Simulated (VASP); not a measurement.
# GaN (F-43m) in VASP: a series of runs, part 2 of 2

VASP 6.6.1. Earlier steps stand in the parts before.

**4. Single point, r2SCANh, non-collinear spin, zero start, spin-orbit coupling**

The input, POSCAR:

```
GaN
1.0
    0.0000000000      2.2535006075      2.2535006075
    2.2535006075      0.0000000000      2.2535006075
    2.2535006075      2.2535006075      0.0000000000
Ga N
1 1
Direct
    0.0000000000      0.0000000000      0.0000000000
    0.2500000000      0.2500000000      0.2500000000
```

The input, INCAR.step1:

```
SYSTEM = GaN
PREC     = Accurate       ! precision mode
ENCUT    = 520            ! plane-wave cutoff, eV
EDIFF    = 1E-5           ! SCF threshold, eV
ISMEAR   = 0              ! smearing method
SIGMA    = 0.05           ! smearing width, eV
LREAL    = .FALSE.        ! projectors in reciprocal space
LASPH    = .TRUE.         ! aspherical terms in the spheres
NELM     = 150            ! most SCF steps
ALGO     = Normal         ! electronic algorithm
ISIF     = 2              ! what is computed and relaxed
LWAVE    = .TRUE.         ! write WAVECAR
LCHARG   = .FALSE.        ! write CHGCAR
MAGMOM   = 0 0 0 0 0 0    ! initial moments
LORBIT   = 11             ! projections on sites
LSORBIT  = .TRUE.         ! spin-orbit coupling
GGA_COMPAT= .FALSE.      
LORBMOM  = .TRUE.       
GGA      = PE             ! functional
NBANDS   = 30             ! bands
```

The input, INCAR.step2:

```
SYSTEM = GaN
PREC     = Accurate       ! precision mode
ENCUT    = 520            ! plane-wave cutoff, eV
EDIFF    = 1E-7           ! SCF threshold, eV
ISMEAR   = 0              ! smearing method
SIGMA    = 0.05           ! smearing width, eV
LREAL    = .FALSE.        ! projectors in reciprocal space
LASPH    = .TRUE.         ! aspherical terms in the spheres
NELM     = 150            ! most SCF steps
ALGO     = Normal         ! electronic algorithm
ISIF     = 2              ! what is computed and relaxed
LWAVE    = .FALSE.        ! write WAVECAR
LCHARG   = .FALSE.        ! write CHGCAR
MAGMOM   = 0 0 0 0 0 0    ! initial moments
LORBIT   = 11             ! projections on sites
LSORBIT  = .TRUE.         ! spin-orbit coupling
GGA_COMPAT= .FALSE.      
LORBMOM  = .TRUE.       
METAGGA  = R2SCAN         ! meta-GGA
LHFCALC  = .TRUE.         ! exact exchange
AEXX     = 0.1            ! exact-exchange fraction
LMIXTAU  = .TRUE.       
PRECFOCK = Normal       
ISTART   = 1            
NBANDS   = 30             ! bands
```

The input, KPOINTS:

```
Automatic mesh
0
G
  5 5 5
  0 0 0
```

Potentials or basis: VASP PAW PBE potentials, release 64 (Ga_d, N).

Command:

```console
cat potpaw_PBE.64/Ga_d/POTCAR potpaw_PBE.64/N/POTCAR > POTCAR
cp INCAR.step1 INCAR
mpirun -np 1 vasp_ncl > vasp.out
cp INCAR.step2 INCAR
mpirun -np 1 vasp_ncl > vasp.out
```

OUTCAR:

```text
SYSTEM = GaN
   PREC = Accurate
   ENCUT = 520
   EDIFF = 1E-7
   ISMEAR = 0
   LREAL = .FALSE.
   LASPH = .TRUE.
   NELM = 150
   ISIF = 2
   LORBIT = 11
   LSORBIT = .TRUE.
   METAGGA = R2SCAN
   LHFCALC = .TRUE.
   AEXX = 0.1
   PRECFOCK = Normal
   ISTART = 1

 ion  position               nearest neighbor table
   1  0.000  0.000  0.000-   2 1.95   2 1.95   2 1.95   2 1.95
   2  0.250  0.250  0.250-   1 1.95   1 1.95   1 1.95   1 1.95

  LATTYP: Found a face centered cubic cell.
 ALAT       =     4.5070012150

  Lattice vectors:

 A1 = (   0.0000000000,   2.2535006075,   2.2535006075)
 A2 = (   2.2535006075,   0.0000000000,   2.2535006075)
 A3 = (   2.2535006075,   2.2535006075,   0.0000000000)

Analysis of symmetry for initial positions (statically):
=====================================================================
 Subroutine PRICEL returns:
 Original cell was already a primitive cell.

 Routine SETGRP: Setting up the symmetry group for a
 face centered cubic supercell.

 Subroutine GETGRP returns: Found 24 space group operations
 (whereof 24 operations were pure point group operations)
 out of a pool of 48 trial point group operations.

The static configuration has the point symmetry T_d .

Analysis of symmetry for dynamics (positions and initial velocities):
=====================================================================
 Subroutine PRICEL returns:
 Original cell was already a primitive cell.

 Routine SETGRP: Setting up the symmetry group for a
 face centered cubic supercell.

 Subroutine GETGRP returns: Found 24 space group operations
 (whereof 24 operations were pure point group operations)
 out of a pool of 48 trial point group operations.

The dynamic configuration has the point symmetry T_d .

Analysis of structural, dynamic, and magnetic symmetry:
=====================================================================
 Subroutine PRICEL returns:
 Original cell was already a primitive cell.

 Routine SETGRP: Setting up the symmetry group for a
 face centered cubic supercell.

 Subroutine GETGRP returns: Found 24 space group operations
 (whereof 24 operations were pure point group operations)
 out of a pool of 48 trial point group operations.

The overall configuration has the point symmetry T_d .

 Subroutine INISYM returns: Found 24 space group operations
 (whereof 24 operations are pure point group operations),
 and found     1 'primitive' translations

----------------------------------------------------------------------------------------

                                     Primitive cell

  volume of cell :      22.8877

  direct lattice vectors                    reciprocal lattice vectors
     0.000000000  2.253500607  2.253500607    -0.221877020  0.221877020  0.221877020
     2.253500607  0.000000000  2.253500607     0.221877020 -0.221877020  0.221877020
     2.253500607  2.253500607  0.000000000     0.221877020  0.221877020 -0.221877020

  length of vectors
     3.186931122  3.186931122  3.186931122     0.384302272  0.384302272  0.384302272
[... 597 lines left out ...]

  FORCE on cell =-STRESS in cart. coord.  units (eV):
  Direction    XX          YY          ZZ          XY          YZ          ZX
  --------------------------------------------------------------------------------------
  -------------------------------------------------------------------------------------
  Total       -0.2555835     -0.2555835     -0.2555835      0.0000000      0.0000000      0.0000000
  in kB      -17.8912380    -17.8912380    -17.8912380      0.0000000      0.0000000      0.0000000
  external PRESSURE =     -17.8912380 kB  Pullay stress =       0.0000000 kB

 VOLUME and BASIS-vectors are now :
 -----------------------------------------------------------------------------
  energy-cutoff  :      520.00
  volume of cell :       22.89
      direct lattice vectors                 reciprocal lattice vectors
     0.000000000  2.253500607  2.253500607    -0.221877020  0.221877020  0.221877020
     2.253500607  0.000000000  2.253500607     0.221877020 -0.221877020  0.221877020
     2.253500607  2.253500607  0.000000000     0.221877020  0.221877020 -0.221877020

 POSITION                                       TOTAL-FORCE (eV/Angst)
 -----------------------------------------------------------------------------------
      0.00000      0.00000      0.00000        -0.000000     -0.000000     -0.000000
      1.12675      1.12675      1.12675         0.000000      0.000000      0.000000
 -----------------------------------------------------------------------------------
    total drift:                                0.000008     -0.000004      0.000000

  FREE ENERGIE OF THE ION-ELECTRON SYSTEM (eV)
  ---------------------------------------------------
  free  energy   TOTEN  =       -22.3663475651 eV

  energy  without entropy=      -22.3663475651  energy(sigma->0) =      -22.36634757

 orbital moment (x)

 # of ion     p       d       tot
 ----------------------------------------
  1         0.000   0.000   0.000
  2         0.000   0.000   0.000
 ----------------------------------------
            0.000   0.000   0.000

 orbital moment (y)

 # of ion     p       d       tot
 ----------------------------------------
  1         0.000  -0.000   0.000
  2        -0.000   0.000  -0.000
 ----------------------------------------
            0.000  -0.000   0.000

 orbital moment (z)

 # of ion     p       d       tot
 ----------------------------------------
  1         0.000  -0.000   0.000
  2        -0.000   0.000  -0.000
 ----------------------------------------
            0.000  -0.000   0.000

 Spin-Orbit-Coupling matrix elements

 Ion:    1  E_soc:     -0.0098948
 l=   1
     0.0000000    -0.0008869    -0.0008869
    -0.0008869     0.0000000    -0.0008869
    -0.0008869    -0.0008869     0.0000000
 l=   2
     0.0000000    -0.0001589     0.0000000    -0.0001589    -0.0006033
    -0.0001589     0.0000000    -0.0004525    -0.0001589    -0.0001508
     0.0000000    -0.0004525     0.0000000    -0.0004525     0.0000000
    -0.0001589    -0.0001589    -0.0004525     0.0000000    -0.0001508
    -0.0006033    -0.0001508     0.0000000    -0.0001508     0.0000000
 l=   3
     0.0000000     0.0000000     0.0000000     0.0000000     0.0000000     0.0000000     0.0000000
     0.0000000     0.0000000     0.0000000     0.0000000     0.0000000     0.0000000     0.0000000
     0.0000000     0.0000000     0.0000000     0.0000000     0.0000000     0.0000000     0.0000000
     0.0000000     0.0000000     0.0000000     0.0000000     0.0000000     0.0000000     0.0000000
     0.0000000     0.0000000     0.0000000     0.0000000     0.0000000     0.0000000     0.0000000
     0.0000000     0.0000000     0.0000000     0.0000000     0.0000000     0.0000000     0.0000000
     0.0000000     0.0000000     0.0000000     0.0000000     0.0000000     0.0000000     0.0000000

 Ion:    2  E_soc:     -0.0000886
 l=   1
     0.0000000    -0.0000148    -0.0000148
    -0.0000148     0.0000000    -0.0000148
    -0.0000148    -0.0000148     0.0000000
 l=   2
     0.0000000     0.0000000     0.0000000     0.0000000     0.0000000
     0.0000000     0.0000000     0.0000000     0.0000000     0.0000000
     0.0000000     0.0000000     0.0000000     0.0000000     0.0000000
     0.0000000     0.0000000     0.0000000     0.0000000     0.0000000
     0.0000000     0.0000000     0.0000000     0.0000000     0.0000000
 l=   3
     0.0000000     0.0000000     0.0000000     0.0000000     0.0000000     0.0000000     0.0000000
     0.0000000     0.0000000     0.0000000     0.0000000     0.0000000     0.0000000     0.0000000
     0.0000000     0.0000000     0.0000000     0.0000000     0.0000000     0.0000000     0.0000000
     0.0000000     0.0000000     0.0000000     0.0000000     0.0000000     0.0000000     0.0000000
     0.0000000     0.0000000     0.0000000     0.0000000     0.0000000     0.0000000     0.0000000
     0.0000000     0.0000000     0.0000000     0.0000000     0.0000000     0.0000000     0.0000000
     0.0000000     0.0000000     0.0000000     0.0000000     0.0000000     0.0000000     0.0000000

 total charge

# of ion       s       p       d       tot
------------------------------------------
    1        0.745   0.878  10.196  11.820
    2        1.228   2.548   0.000   3.776
--------------------------------------------------
tot          1.973   3.426  10.196  15.596

 magnetization (x)

# of ion       s       p       d       tot
------------------------------------------
    1        0.000   0.000  -0.000   0.000
    2        0.000   0.000   0.000   0.000
--------------------------------------------------
tot          0.000   0.000  -0.000   0.000

 magnetization (y)

# of ion       s       p       d       tot
------------------------------------------
    1       -0.000   0.000  -0.000  -0.000
    2       -0.000  -0.000   0.000  -0.000
--------------------------------------------------
tot         -0.000  -0.000  -0.000  -0.000

 magnetization (z)

# of ion       s       p       d       tot
------------------------------------------
    1       -0.000  -0.000  -0.000  -0.000
    2        0.000   0.000   0.000   0.000
--------------------------------------------------
tot          0.000   0.000  -0.000   0.000
```

It took 2.2 h on 1 thread of Oxide Virtual Turin-like, shared host; peak memory 0.2 GiB.

Results:

```
Free energy                                           : -22.3663 eV
Pressure                                              : -1.8 GPa
Net moment                                            : 0.00 μB per cell
Valence electrons inside the program's atomic spheres : Ga 11.82; N 3.78
```

Moments on the atoms (μB; x, y, z):
```
Ga  0.00 0.00 0.00
N   0.00 0.00 0.00
```

Caveat: the k points lie up to 0.48 Å⁻¹ apart; the PAW data sets were made with another functional, which shifts forces and pressure a little.

**5. The runs side by side**

```csv
level,spin,smearing,share of exact exchange,gap on the mesh (eV),pressure (GPa)
HF+D3(BJ),off,gaussian 0.1 eV,1,10.65,-14.8
PBEsol-based global hybrid with 25 % exact exchange,off,fermi-dirac 0.05 eV,0.25,3.69,-5.9
r2SCANh,"non-collinear, zero start, SOC",gaussian 0.05 eV,0.1,-,-1.8
```

Alike in all rows: task single point; potentials or basis VASP PAW PBE potentials, release 64 (Ga_d, N); cell as given; k mesh 5 × 5 × 5; cutoff (eV) 520.

Caveats: all runs use coarse meshes; the PAW data sets were made with another functional, which shifts forces and pressure a little; the dispersion term is far too large for a dense solid, which distorts pressure and volume (at least some runs).

Absolute energies hang on the potentials; compare differences alone.
